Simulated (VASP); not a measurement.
A run of VASP 6.6.1 is set up as follows.

File INCAR:

```
PREC     = Accurate       # precision mode
ENCUT    = 520            # plane-wave cutoff, eV
EDIFF    = 1E-7           # SCF threshold, eV
ISMEAR   = 0              # smearing method
SIGMA    = 0.01           # smearing width, eV
LREAL    = False          # projectors in reciprocal space
LASPH    = True           # aspherical terms in the spheres
NELM     = 60             # most SCF steps
ALGO     = Normal         # electronic algorithm
ISIF     = 2              # what is computed and relaxed
LWAVE    = False          # write WAVECAR
LCHARG   = False          # write CHGCAR
NBANDS   = 17             # bands
```

The input KPOINTS:

```
Automatic mesh
0
Gamma
  4 4 4
```

File POSCAR:

```
TePb
1.0
    0.0000000000      3.6414940572      3.6414940572
    3.6414940572      0.0000000000      3.6414940572
    3.6414940572      3.6414940572      0.0000000000
Pb Te
1 1
Direct
    0.0000000000      0.0000000000      0.0000000000
    0.2500000000      0.2500000000      0.2500000000
```

Potentials or basis: VASP PAW LDA potentials, release 64 (Pb_d, Te).

The run is started by

```bash
$ cat potpaw_LDA.64/Pb_d/POTCAR potpaw_LDA.64/Te/POTCAR > POTCAR
$ mpirun -np 1 vasp_std > vasp.out
```

Question: Estimate the pressure.

Answer: -1.7 GPa.

Question: Estimate the band gap on the k mesh.

Answer: 0.45 eV, indirect (least direct gap 1.07 eV).

Caveat: spin-orbit coupling is left out, which moves the levels of the heavy elements. A k mesh can miss the band edges.
